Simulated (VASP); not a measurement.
Ge: single point with PBE

Crystal: Ge.

```
Ge
1.0
     0.00000    2.82877    2.82877
     2.82877    0.00000    2.82877
     2.82877    2.82877    0.00000
Ge
2
Direct
  0.51768 0.48232 0.48232
  0.75000 0.75000 0.75000
```

This cell differs from its parent crystal: atom 1 (Ge) moved by (-0.100, +0.000) A along x and z.

- Program: VASP 6.6.1
- Task: single point
- Functional: PBE
- Potentials or basis: VASP PAW PBE potentials, release 64 (Ge_d)
- Cutoff: 500 eV
- k mesh: 14 × 14 × 14
- Occupations: gaussian, width 0.15 eV
- Spin: no spin polarisation
- Dipole correction: no
- Further INCAR settings: ALGO = Normal; EDIFF = 1e-06; NBANDS = 21

```
Pressure               : 3.9 GPa
Largest force          : 1.128 eV/Å
Band gap on the k mesh : zero (bands 14 and 15 overlap by 0.30 eV)
```

Forces in eV/Å, atoms in the order of the input:
```
Ge   1.128  0.000  0.000
Ge  -1.128  0.000  0.000
```

Stress tensor (GPa, compression positive):
```
 3.58  0.00  0.00
 0.00  4.00 -3.32
 0.00 -3.32  4.00
```

Levels at points of the mesh, in eV from the Fermi level:
```tsv
k point	band 12	band 13	band 14	band 15	band 16	band 17
(0.00, 0.00, 0.00)	-0.64	-0.15	-0.14	0.29	2.03	2.35
(0.50, 0.00, 0.00)	-7.49	-1.87	-1.34	-0.14	3.15	3.85
(0.00, 0.50, 0.00)	-8.06	-1.78	-1.31	0.16	3.30	4.00
(0.50, 0.50, 0.00)	-9.08	-3.23	-3.23	0.56	0.56	9.36
(0.00, 0.50, 0.50)	-8.70	-3.41	-3.11	0.29	0.86	9.13
```

Run time: 6.9 min on 1 thread of Oxide Virtual Turin-like Processor, on a shared host, peak memory 0.37 GiB.

Caveat: the cell differs from its parent crystal (atom 1 (Ge) moved by (-0.100, +0.000) A along x and z); the cell stands under pressure; semilocal functionals underestimate gaps, and a narrow one can read as zero; forces of over 1 eV/Å act on the atoms, so gaps and moduli don't describe the material at rest.
